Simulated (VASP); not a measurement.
Wanted: the native input for a VASP 6.6.1 run.

```yaml
Task: single point
Functional: LDA
Potentials_or_basis: VASP PAW LDA potentials, release 64 (K_sv, Br)
Cutoff: 520 eV
k_mesh: 6 × 6 × 4
Occupations: gaussian, width 0.05 eV
Spin: no spin polarisation
Dipole_correction: no
Further_INCAR_settings: ALGO = Normal; EDIFF = 1e-07; NBANDS = 24
```

The structure of KBr lies in POSCAR:

```
KBr
1.0
    3.9257624872      0.0000000000      0.0000000000
    0.0000000000      3.9257624872      0.0000000000
    0.0000000000      0.0000000000      7.8515249743
K Br
2 2
Direct
    0.0000000000      0.0000000000      0.0000000000
    0.0000000000      0.0000000000      0.5000000000
    0.3836557226      0.5000000000      0.2500000000
    0.6163442774      0.5000000000      0.7500000000
```

This cell differs from its parent crystal: atoms displaced along a vibrational mode, the cell strained.

One way to write it, as run:

INCAR

```
SYSTEM = KBr
ALGO = Normal
EDIFF = 1E-7
ENCUT = 520
GGA = CA
ISIF = 2
ISMEAR = 0
LASPH = .True.
LCHARG = .True.
LELF = .True.
LREAL = .False.
LVHAR = .True.
LWAVE = .False.
NBANDS = 24
NELM = 80
PREC = Accurate
SIGMA = 0.05
```

KPOINTS

```
k-points
0
Gamma
  6 6 4
  0 0 0
```

Potentials or basis: VASP PAW LDA potentials, release 64 (K_sv, Br).

The run is started by

```bash
$ cat potpaw_LDA.64/K_sv/POTCAR potpaw_LDA.64/Br/POTCAR > POTCAR
$ mpirun -np 1 vasp_std > vasp.out
```

Results of the run:

| Quantity | Value |
| --- | --- |
| Pressure | -0.2 GPa |
| Largest force | 0.313 eV/Å |
| Band gap on the k mesh | 3.79 eV (least direct gap 3.97 eV) |

Caveat: the cell differs from its parent crystal (atoms displaced along a vibrational mode, the cell strained).

It took 96 s on 1 thread of Intel(R) Xeon(R) Platinum 8259CL CPU @ 2.50GHz (Skylake/Cascade Lake), on a shared host, peak memory 0.25 GiB.
